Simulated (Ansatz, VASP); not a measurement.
Two plane-wave programs on AgO

Contents of INCAR:

```
SYSTEM = AgO
PREC     = Accurate       ! precision mode
ENCUT    = 520            ! plane-wave cutoff, eV
EDIFF    = 1E-6           ! SCF threshold, eV
ISMEAR   = 0              ! smearing method
SIGMA    = 0.15           ! smearing width, eV
LREAL    = .False.        ! projectors in reciprocal space
LASPH    = .True.         ! aspherical terms in the spheres
NELM     = 100            ! most SCF steps
ALGO     = Normal         ! electronic algorithm
ISIF     = 2              ! what is computed and relaxed
LWAVE    = .False.        ! write WAVECAR
LCHARG   = .True.         ! write CHGCAR
GGA      = PS             ! functional
LELF     = .True.         ! ELF
LVHAR    = .True.       
NBANDS   = 16             ! bands
```

KPOINTS

```
Automatic mesh
0
Gamma
  18 18 18
  0 0 0
```

File POSCAR:

```
AgO
1.0
    0.0000000000      2.4682000000      2.3478000000
    2.4682000000      0.0000000000      2.3478000000
    2.4682000000      2.4682000000      0.0000000000
Ag O
1 1
Direct
    0.0000000000      0.0000000000      0.0000000000
    0.7500000000      0.7500000000      0.7500000000
```

Input for Ansatz:

```yaml
crystal:
  lattice:
    - [0.0, 2.4682, 2.3478]
    - [2.4682, 0.0, 2.3478]
    - [2.4682, 2.4682, 0.0]
  atoms:
    - { symbol: Ag, position: [0.0, 0.0, 0.0] }
    - { symbol: O, position: [0.75, 0.75, 0.75] }
basis:
  ecutwfc: 420
kpoints:
  mp_grid: { grid: [18, 18, 18] }
hamiltonian:
  xc: pbesol
scf:
  occupations: { method: gaussian, width: 0.15 }
output:
  forces: true
  stress: true
  eigenvalues: true
  write_density: true
  write_potential: true
  elf: true
  volumetric_format: npy
```

Change from the starting cell: strain +0.025 along x and y, -0.025 along z, atoms carried along.

Alike in both runs: task single point; functional PBEsol; k mesh 18 × 18 × 18; occupations gaussian, width 0.15 eV; no spin polarisation.

|  | VASP | Ansatz |
| --- | --- | --- |
| version | VASP 6.6.1 | Ansatz 0.2.0 |
| potentials or method | VASP PAW PBE potentials, release 64 (Ag, O), cutoff 520 eV | scalar-relativistic, plane waves, PAW |
| valence electrons in the cell | 17 | 25 |

```csv
,VASP,Ansatz,Ansatz less VASP
gap on the k mesh at the Fermi level (eV),none,none,-
pressure (GPa),6.9,7.1,+0.23
"traceless stress, the component that is largest in VASP (GPa)",-0.75,-0.76,-0.004
```

VASP's potentials were made for PBE, not for PBEsol. A gap of «none» marks a metal or a gap that the smearing closes. VASP's potentials hold 17 valence electrons a cell and Ansatz's 25, so a difference there can come from the potentials and not from the codes.
